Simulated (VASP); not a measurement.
Runs of VASP 6.6.1 on MoN2. The structure is that of space group P4/mbm (No. 127), or close to it. The cells are those of the table. 

| task | level | potentials or basis | cell | k mesh | cutoff (eV) | gap on the mesh (eV) | pressure (GPa) | relaxed volume (Å³/atom) | largest force (eV/Å) |
| --- | --- | --- | --- | --- | --- | --- | --- | --- | --- |
| single point | PBEsol | VASP PAW PBE potentials, release 64 (Mo_sv, N) | a = 4.290, b = 4.290, c = 2.725 Å, 6 atoms | 6 × 6 × 10 | 520 | none | 0.7 | - | 0.12 |
| relaxation of cell and atoms | PBEsol | VASP PAW PBE potentials, release 64 (Mo_sv, N) | relaxed from a = 4.348, b = 4.348, c = 2.767 Å, 6 atoms | 6 × 6 × 10 | 600 | none | -0.1 | (b) | - |
| relaxation of cell and atoms | PBE | VASP PAW PBE potentials, release 64 (Mo_sv, N) | relaxed from a = 4.348, b = 4.348, c = 2.767 Å, 6 atoms | 6 × 6 × 10 | 600 | none | 0.0 | 8.62 | - |
| single point | PBE | VASP PAW PBE potentials, release 64 (Mo_sv, N) | a = 4.348, b = 4.348, c = 2.767 Å, 6 atoms | 6 × 6 × 10 | 520 | none | -3.3 | - | 0.15 |
| single point | LDA | VASP PAW LDA potentials, release 64 (Mo_sv, N_h) | a = 4.264, b = 4.264, c = 2.708 Å, 6 atoms | 6 × 6 × 10 | 910 | none | 1.4 | - | 0.09 |
| relaxation of cell and atoms | r2SCAN | VASP PAW PBE potentials, release 64 (Mo_sv, N) | relaxed from a = 4.348, b = 4.348, c = 2.767 Å, 6 atoms | 6 × 6 × 10 | 600 | none | 0.1 | (a) | - |
| single point | PBEsol | VASP PAW PBE potentials, release 64 (Mo_sv, N) | a = 4.348, b = 4.348, c = 2.767 Å, 6 atoms | 6 × 6 × 8 | 520 | none | -13.6 | - | 0.14 |
| single point | r2SCAN | VASP PAW PBE potentials, release 64 (Mo_sv, N) | a = 4.318, b = 4.318, c = 2.741 Å, 6 atoms | 6 × 6 × 10 | 520 | none | 1.4 | - | 0.10 |

Alike in all rows: no spin polarisation; smearing fermi-dirac 0.05 eV.

Q: Estimate the missing entries.

A: (a) 8.55; (b) 8.36.

Caveats: the PAW data sets were made with another functional, which shifts forces and pressure a little (at least some runs); the cell stands under tension (at least some runs); the cutoff is under 1.25 times the usual one of these potentials, so pressure, stress and relaxed cells hold a basis-set (Pulay) error (at least some runs).

A k mesh can miss the band edges, and the runs leave out spin-orbit coupling on Mo.

A gap of «none» marks levels without a gap at the run's occupations.
